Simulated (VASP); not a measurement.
Here is a VASP 6.6.1 calculation.

The input POSCAR:

```
Rb
1.0
    0.0000000000      3.6398846700      3.6398846700
    3.6398846700      0.0000000000      3.6398846700
    3.6398846700      3.6398846700      0.0000000000
Rb
1
Direct
    0.0000000000      0.0000000000      0.0000000000
```

The input INCAR.step1:

```
SYSTEM = Rb
PREC     = Accurate       ! precision mode
ENCUT    = 550            ! plane-wave cutoff, eV
ISMEAR   = 0              ! smearing method
SIGMA    = 0.1            ! smearing width, eV
LREAL    = .FALSE.        ! projectors in reciprocal space
LASPH    = .TRUE.         ! aspherical terms in the spheres
NELM     = 120            ! most SCF steps
NBANDS   = 10             ! bands
GGA      = PE             ! functional
ALGO     = Normal         ! electronic algorithm
EDIFF    = 1E-5           ! SCF threshold, eV
LWAVE    = .TRUE.         ! write WAVECAR
LCHARG   = .FALSE.        ! write CHGCAR
GGA_COMPAT= .FALSE.
```

File INCAR.step2:

```
SYSTEM = Rb
PREC     = Accurate       ! precision mode
ENCUT    = 550            ! plane-wave cutoff, eV
EDIFF    = 1E-6           ! SCF threshold, eV
ISMEAR   = 0              ! smearing method
SIGMA    = 0.1            ! smearing width, eV
LREAL    = .FALSE.        ! projectors in reciprocal space
LASPH    = .TRUE.         ! aspherical terms in the spheres
NELM     = 120            ! most SCF steps
ALGO     = Normal         ! electronic algorithm
ISIF     = 2              ! what is computed and relaxed
LWAVE    = .FALSE.        ! write WAVECAR
LCHARG   = .TRUE.         ! write CHGCAR
METAGGA  = R2SCAN         ! meta-GGA
LMIXTAU  = .TRUE.       
LELF     = .TRUE.         ! ELF
LVHAR    = .TRUE.       
NBANDS   = 10             ! bands
ISTART   = 1            
GGA_COMPAT= .FALSE.
```

File KPOINTS:

```
regular mesh
0
G
  4 4 4
  0 0 0
```

Potentials or basis: VASP PAW PBE potentials, release 64 (Rb_sv).

The run is started by

```console
$ cat potpaw_PBE.64/Rb_sv/POTCAR > POTCAR
$ cp INCAR.step1 INCAR
$ mpirun -np 1 vasp_std > vasp.out
$ cp INCAR.step2 INCAR
$ mpirun -np 1 vasp_std > vasp.out
```

Problem. What does it give for the pressure?

Solution. 0.0 GPa.

Caveat: the k points lie up to 0.37 Å⁻¹ apart; the PAW data sets were made with another functional, which shifts forces and pressure a little.
